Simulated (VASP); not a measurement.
KCl, 2 atoms in the cell. It takes space group Fm-3m (No. 225, cubic). Conventional cell: a = 6.270 Å, b = 6.270 Å, c = 6.270 Å, α = 90.00°, β = 90.00°, γ = 90.00°. K (site symmetry m-3m) has 6 Cl at 3.13 Å within 4.1 Å. Within 4.1 Å of Cl (site symmetry m-3m) lie 6 K at 3.13 Å. 

```yaml
Program: VASP 6.6.1
Task: relaxation of cell and atoms
Functional: PBEsol
Potentials_or_basis: VASP PAW PBE potentials, release 64 (K_sv, Cl)
Cutoff: 600 eV
k_mesh: 6 × 6 × 6
Occupations: fermi-dirac, width 0.02 eV
Spin: no spin polarisation
Dipole_correction: no
Further_INCAR_settings: ALGO = Normal; EDIFF = 1e-06; IBRION = 2; EDIFFG = -0.02; NSW = 80; ISIF = 3
```

Potentials or basis: VASP PAW PBE potentials, release 64 (K_sv, Cl).

Launch:

```bash
$ cat potpaw_PBE.64/K_sv/POTCAR potpaw_PBE.64/Cl/POTCAR > POTCAR
$ mpirun -np 1 vasp_std > vasp.out
```

Hardware: 1 thread of Intel(R) Xeon(R) Platinum 8375C CPU @ 2.90GHz (Ice Lake), with other jobs on the host.

Question: How long does it take, and how much memory?

Answer: It took 39 s on 1 thread of Intel(R) Xeon(R) Platinum 8375C CPU @ 2.90GHz (Ice Lake) (shared host), peak memory 0.21 GiB. Counts: scf iterations 19, k points 16, ion steps 2.
